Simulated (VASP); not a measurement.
# Re (P6_3/mmc) in VASP: further runs, part 3 of 3

VASP 6.6.1. Earlier steps stand in the parts before.

## (6) Single point, LDA

Input file INCAR:

```
ALGO = Normal
EDIFF = 1E-6
ENCUT = 600
GGA = CA
GGA_COMPAT = F
ISIF = 2
ISMEAR = 1
LASPH = T
LCHARG = T
LELF = T
LREAL = F
LVHAR = T
LWAVE = F
NBANDS = 14
NELM = 120
PREC = Accurate
SIGMA = 1.0
```

Input file KPOINTS:

```
k-points
0
Gamma
  13 13 7
```

Input file POSCAR:

```
Re
1.0
    2.7391880258      0.0000000000      0.0000000000
   -1.3695940129      2.3722064161      0.0000000000
    0.0000000000      0.0000000000      4.4118668232
Re
2
Direct
    0.3333333333      0.6666666667      0.2500000000
    0.6666666667      0.3333333333      0.7500000000
```

Potentials or basis: VASP PAW LDA potentials, release 64 (Re).

Command:

```sh
$ cat potpaw_LDA.64/Re/POTCAR > POTCAR
$ mpirun -np 1 vasp_std > vasp.out
```

OUTCAR:

```text
EDIFF = 1E-6
   ENCUT = 600
   GGA = CA
   ISIF = 2
   ISMEAR = 1
   LASPH = T
   LREAL = F
   NELM = 120
   PREC = Accurate

 ion  position               nearest neighbor table
   1  0.333  0.667  0.250-   2 2.71   2 2.71   2 2.71   2 2.71   2 2.71   2 2.71
   2  0.667  0.333  0.750-   1 2.71   1 2.71   1 2.71   1 2.71   1 2.71   1 2.71

  LATTYP: Found a hexagonal cell.
 ALAT       =     2.7391880258
 C/A-ratio  =     1.6106476743

  Lattice vectors:

 A1 = (   2.7391880258,   0.0000000000,   0.0000000000)
 A2 = (  -1.3695940129,   2.3722064161,   0.0000000000)
 A3 = (   0.0000000000,   0.0000000000,   4.4118668232)

Analysis of symmetry for initial positions (statically):
=====================================================================
 Subroutine PRICEL returns:
 Original cell was already a primitive cell.

 Routine SETGRP: Setting up the symmetry group for a
 hexagonal supercell.

 Subroutine GETGRP returns: Found 24 space group operations
 (whereof 12 operations were pure point group operations)
 out of a pool of 24 trial point group operations.

The static configuration has the point symmetry D_3d.
 The point group associated with its full space group is D_6h.

Analysis of symmetry for dynamics (positions and initial velocities):
=====================================================================
 Subroutine PRICEL returns:
 Original cell was already a primitive cell.

 Routine SETGRP: Setting up the symmetry group for a
 hexagonal supercell.

 Subroutine GETGRP returns: Found 24 space group operations
 (whereof 12 operations were pure point group operations)
 out of a pool of 24 trial point group operations.

The dynamic configuration has the point symmetry D_3d.
 The point group associated with its full space group is D_6h.

 Subroutine INISYM returns: Found 24 space group operations
 (whereof 12 operations are pure point group operations),
 and found     1 'primitive' translations

----------------------------------------------------------------------------------------

                                     Primitive cell

  volume of cell :      28.6680

  direct lattice vectors                    reciprocal lattice vectors
     2.739188026  0.000000000  0.000000000     0.365071689  0.210774238  0.000000000
    -1.369594013  2.372206416  0.000000000     0.000000000  0.421548476  0.000000000
     0.000000000  0.000000000  4.411866823     0.000000000  0.000000000  0.226661420

  length of vectors
     2.739188026  2.739188026  4.411866823     0.421548476  0.421548476  0.226661420

  position of ions in fractional coordinates (direct lattice)
     0.333333333  0.666666667  0.250000000
     0.666666667  0.333333333  0.750000000

  ion indices of the primitive-cell ions
   primitive index   ion index
                 1           1
                 2           2

----------------------------------------------------------------------------------------

 KPOINTS: k-points

Automatic generation of k-mesh.
 Grid dimensions read from file:
 generate k-points for:   13   13    7

 Generating k-lattice:
[... 42 lines left out ...]
  0.153846  0.000000  0.142857     12.000000
 [... further k-points ...]
   k-points           NKPTS =     84   k-points in BZ     NKDIM =     84   number of bands    NBANDS=     14
   number of dos      NEDOS =    301   number of ions     NIONS =      2
   total plane-waves  NPLWV =  20736
   dimension x,y,z NGX =    24 NGY =   24 NGZ =   36
   dimension x,y,z NGXF=    48 NGYF=   48 NGZF=   72
   ions per type =               2
   NGX,Y,Z   is equivalent  to a cutoff of  14.57, 14.57, 13.57 a.u.
   NGXF,Y,Z  is equivalent  to a cutoff of  29.13, 29.13, 27.13 a.u.
 SYSTEM =  unknown system
   PREC   = accura    normal or accurate (medium, high low for compatibility)
   ISTART =      0    job   : 0-new  1-cont  2-samecut
   ICHARG =      2    charge: 1-file 2-atom 10-const
   ISPIN  =      1    spin polarized calculation?
   LNONCOLLINEAR =      F non collinear calculations
   LSORBIT =      F    spin-orbit coupling
   LASPH  =      T    aspherical Exc in radial PAW
   ENCUT  =  600.0 eV  44.10 Ry    6.64 a.u.   5.47  5.47  8.81*2*pi/ulx,y,z
   NELM   =    120;   NELMIN=  2; NELMDL= -5     # of ELM steps
   EDIFF  = 0.1E-05   stopping-criterion for ELM
   LREAL  =      F    real-space projection
   EDIFFG = 0.1E-04   stopping-criterion for IOM
   NSW    =      0    number of steps for IOM
   IBRION =     -1    ionic relax: 0-MD 1-quasi-New 2-CG
   NFREE  =      0    steps in history (QN), initial steepest desc. (CG)
   ISIF   =      2    stress and relaxation
   ISYM   =      2    0-nonsym 1-usesym 2-fastsym
   POTIM  = 0.5000    time-step for ionic-motion
   TEBEG  =    0.0;   TEEND  =   0.0 temperature during run
   PSTRESS=    0.0 pullay stress
   NELECT =      14.0000    total number of electrons
   NUPDOWN=      -1.0000    fix difference up-down
   EMIN   =  10.00;   EMAX   =-10.00  energy-range for DOS
   EFERMI =   0.00;   METHOD = LEGACY
   ISMEAR =     1;   SIGMA  =   1.00  broadening in eV -4-tet -1-fermi 0-gaus
   EFERMI_NEDOS =   21; number of points for ismear=-14 and -15
   IALGO  =     38    algorithm
   IMIX   =      4    mixing-type and parameters
     AMIX     =   0.40;   BMIX     =  1.00
     AMIX_MAG =   1.60;   BMIX_MAG =  1.00
  volume/ion in A,a.u.               =      14.33        96.73
  Fermi-wavevector in a.u.,A,eV,Ry     =   1.289195  2.436225 22.613205  1.662024
  Thomas-Fermi vector in A             =   2.421103
   LORBIT       =      0    0 simple, 1 ext, 2 COOP (PROOUT), +10 PAW based schemes
   GGA     = CA    functional components
   LHFCALC =     F    Hartree Fock is set to
   AEXX    =    0.0000 exact exchange contribution
   IVDW    =     0    specifies the selected vdW correction
   LEPSILON=     F    determine dielectric tensor
   LRPA    =     F    only Hartree local field effects (RPA)
 non-spin polarized calculation
 Methfessel and Paxton  Order N= 1 SIGMA  =   1.00
  energy-cutoff  :      600.00
  volume of cell :       28.67
 maximum number of plane-waves:       984
 NGX is ok and might be reduce to    24
   NGX = 11   NGY = 11   NGZ = 17

 number of electron      14.0000000 magnetization

 Free energy of the ion-electron system (eV)
  ---------------------------------------------------
  ext. energy  EPLUGINS =         0.00000000
  ---------------------------------------------------
  free energy    TOTEN  =       -27.51439911 eV

  energy without entropy =      -27.53328384  energy(sigma->0) =      -27.52069402

 E-fermi :   8.1989     XC(G=0): -13.9827

 val. band max:        8.1831747514   @ k =   0.3846   0.0769   0.4286
 cond. band min:       8.2052718025   @ k =   0.3846   0.1538   0.2857
 fundamental gap:      0.0220970511
 Fermi energy:         8.1989112402

 k-point     1 :       0.0000    0.0000    0.0000
  band No.  band energies     occupation
      1      -1.7918      2.00000
      2       1.3792      2.00000
      3       6.4982      2.03703
      4       6.4982      2.03703
      5       6.5450      2.04119
      6       7.3784      1.99024
      7       7.3784      1.99024
      8       8.3246      0.78916
      9       8.3246      0.78916
     10       9.0174      0.01076
     11      11.6536     -0.00001
     12      11.6536     -0.00001
     13      18.5949     -0.00000
     14      22.4096     -0.00000
[... 377 lines left out ...]
      1      -0.6119      2.00000
      2       2.2635      2.00000
      3       5.3979      2.00054
      4       5.8320      2.00411
      5       6.5792      2.04432
      6       7.0730      2.06749
      7       7.4755      1.93559
      8       7.9366      1.42743
      9       8.3840      0.69262
     10       8.5766      0.40847
     11      12.0154     -0.00000
     12      13.9153     -0.00000
     13      19.5681     -0.00000
     14      23.9037     -0.00000

 [... further k-points ...]

------------------------ aborting loop because EDIFF is reached ----------------------------------------

  FORCE on cell =-STRESS in cart. coord.  units (eV):
  Direction    XX          YY          ZZ          XY          YZ          ZX
  --------------------------------------------------------------------------------------
  -------------------------------------------------------------------------------------
  Total        0.3331073      0.3331073      0.1074210      0.0000000      0.0000000      0.0000000
  in kB       18.6164967     18.6164967      6.0034818      0.0000000      0.0000000      0.0000000
  external PRESSURE =      14.4121584 kB  Pullay stress =       0.0000000 kB

 VOLUME and BASIS-vectors are now :
 -----------------------------------------------------------------------------
  energy-cutoff  :      600.00
  volume of cell :       28.67
      direct lattice vectors                 reciprocal lattice vectors
     2.739188026  0.000000000  0.000000000     0.365071689  0.210774238  0.000000000
    -1.369594013  2.372206416  0.000000000     0.000000000  0.421548476  0.000000000
     0.000000000  0.000000000  4.411866823     0.000000000  0.000000000  0.226661420

 POSITION                                       TOTAL-FORCE (eV/Angst)
 -----------------------------------------------------------------------------------
     -0.00000      1.58147      1.10297         0.000000     -0.000000      0.000000
      1.36959      0.79074      3.30890        -0.000000      0.000000      0.000000
 -----------------------------------------------------------------------------------
    total drift:                               -0.000000      0.000000     -0.000000

  FREE ENERGIE OF THE ION-ELECTRON SYSTEM (eV)
  ---------------------------------------------------
  free  energy   TOTEN  =       -27.5143991056 eV

  energy  without entropy=      -27.5332838425  energy(sigma->0) =      -27.52069402
```

OSZICAR:

```text
N       E                     dE             d eps       ncg     rms          rms(c)
DAV:   1     0.112164739449E+03    0.11216E+03   -0.62873E+03  2618   0.115E+03
DAV:   2    -0.206891399338E+02   -0.13285E+03   -0.11563E+03  3574   0.399E+02
DAV:   3    -0.288191136975E+02   -0.81300E+01   -0.71727E+01  3970   0.127E+02
DAV:   4    -0.289467866622E+02   -0.12767E+00   -0.12691E+00  3374   0.100E+01
DAV:   5    -0.289475374446E+02   -0.75078E-03   -0.75058E-03  4026   0.141E+00    0.447E+01
DAV:   6    -0.278727606644E+02    0.10748E+01   -0.82592E-01  4064   0.148E+01    0.193E+01
DAV:   7    -0.275252039863E+02    0.34756E+00   -0.55176E-01  4080   0.118E+01    0.419E-01
DAV:   8    -0.275155491596E+02    0.96548E-02   -0.49268E-03  3644   0.599E-01    0.155E-01
DAV:   9    -0.275143910259E+02    0.11581E-02   -0.44301E-04  3484   0.200E-01    0.464E-02
DAV:  10    -0.275144000084E+02   -0.89825E-05   -0.46618E-05  3732   0.566E-02    0.225E-02
DAV:  11    -0.275143991056E+02    0.90278E-06   -0.39401E-07  2402   0.104E-02
   1 F= -.27514399E+02 E0= -.27520694E+02  d E =0.188847E-01
```

stdout:

```text
POSCAR found type information on POSCAR Re
 POSCAR found :  1 types and       2 ions
 scaLAPACK will be used
 LDA part: xc-table for (Slater(with rela. corr.)+CA(PZ))
 , standard interpolation
 POSCAR, INCAR and KPOINTS ok, starting setup
 FFT: planning ... GRIDC
 FFT: planning ... GRID_SOFT
 FFT: planning ... GRID
 WAVECAR not read
 entering main loop
```

Wall time 14 s (1 thread of Intel Xeon 6975P-C (Granite Rapids), shared host); peak memory 0.16 GiB.

Results:

```
Free energy            : -27.5144 eV
Pressure               : 1.4 GPa
Band gap on the k mesh : zero (band 7 reaches 9.55 eV, above the bottom of band 8 at 6.50 eV)
```

Stress tensor (GPa, compression positive):
```
1.86 0.00 0.00
0.00 1.86 0.00
0.00 0.00 0.60
```

Caveat: spin-orbit coupling is left out, which moves the levels of the heavy elements.

## (7) The runs side by side

```tsv
smearing	gap on the mesh (eV)	pressure (GPa)
methfessel-paxton 1 eV	none	1.4
methfessel-paxton 0.2 eV	none	1.4
methfessel-paxton 0.3 eV	none	1.4
methfessel-paxton 0.6 eV	none	1.5
```

Alike in all rows: task single point; level LDA; potentials or basis VASP PAW LDA potentials, release 64 (Re); no spin polarisation; cell as given; k mesh 13 × 13 × 7; cutoff (eV) 600.

Every run on the cell as given and a fine mesh finds a metal.

Caveats: spin-orbit coupling is left out, which moves the levels of the heavy elements.

Total energies depend on the potentials used, so only differences within one code and one set of settings carry meaning.
